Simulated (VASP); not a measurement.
Write the native input for VASP 6.6.1 that does the following.

```yaml
Task: single point
Functional: PBE
Potentials_or_basis: VASP PAW PBE potentials, release 64 (Ru_pv, Al)
Cutoff: 520 eV
k_mesh: 2 × 2 × 2
Occupations: fermi-dirac, width 0.1 eV
Spin: no spin polarisation
Dipole_correction: no
Further_INCAR_settings: LREAL = Auto; ALGO = Normal; EDIFF = 1e-06; NBANDS = 80
```

The structure of Al7Ru8 (a cell with a defect) lies in POSCAR:

```
Al7Ru8
1.0
    6.0171100000      0.0000000000      0.0000000000
    0.0000000000      6.0171100000      0.0000000000
    0.0000000000      0.0000000000      6.0171100000
Ru Al
8 7
Direct
    0.2473152394      0.2486120413      0.2470566435
    0.2473173999      0.2485778056      0.7524439473
    0.2472944653      0.7539735853      0.2470485000
    0.2472901443      0.7540189559      0.7524833350
    0.7527105205      0.2486000755      0.2470740937
    0.7527165034      0.2485623497      0.7524638905
    0.7527402690      0.7540033338      0.2470184191
    0.7527259764      0.7540152997      0.7524909799
    0.0000139602      0.0012948076      0.4997281087
    0.0000108025      0.5012130408     -0.0002567678
   -0.0000041548      0.5013095988      0.4997794622
    0.4999830483      0.0012997934     -0.0002268531
    0.5000078111      0.0012407950      0.4997315987
    0.5000226022      0.5012859994     -0.0002727223
    0.5000325738      0.5013157479      0.4997648373
```

These files were run (other wordings do the same):

INCAR

```
ALGO = Normal
EDIFF = 1E-6
ENCUT = 520
GGA = PE
ISIF = 2
ISMEAR = -1
LASPH = T
LCHARG = T
LELF = T
LREAL = Auto
LVHAR = T
LWAVE = F
NBANDS = 80
NELM = 100
PREC = Accurate
SIGMA = 0.1
```

KPOINTS

```
k-points
0
Gamma
  2 2 2
```

Potentials or basis: VASP PAW PBE potentials, release 64 (Ru_pv, Al).

Command:

```sh
$ cat potpaw_PBE.64/Ru_pv/POTCAR potpaw_PBE.64/Al/POTCAR > POTCAR
$ mpirun -np 1 vasp_std > vasp.out
```

Results of the run:

```json
{"Pressure": "-7.5 GPa", "Largest force": "0.003 eV/Å", "Band gap on the k mesh": "zero (an odd number of electrons rules out a gap without spin polarisation)"}
```

Caveat: the k points lie up to 0.52 Å⁻¹ apart, too coarse for converged energies and pressures of a metal.

Run time: 2.5 min on 1 thread of Intel(R) Xeon(R) 6975P-C (Granite Rapids) (shared host), peak memory 0.36 GiB.
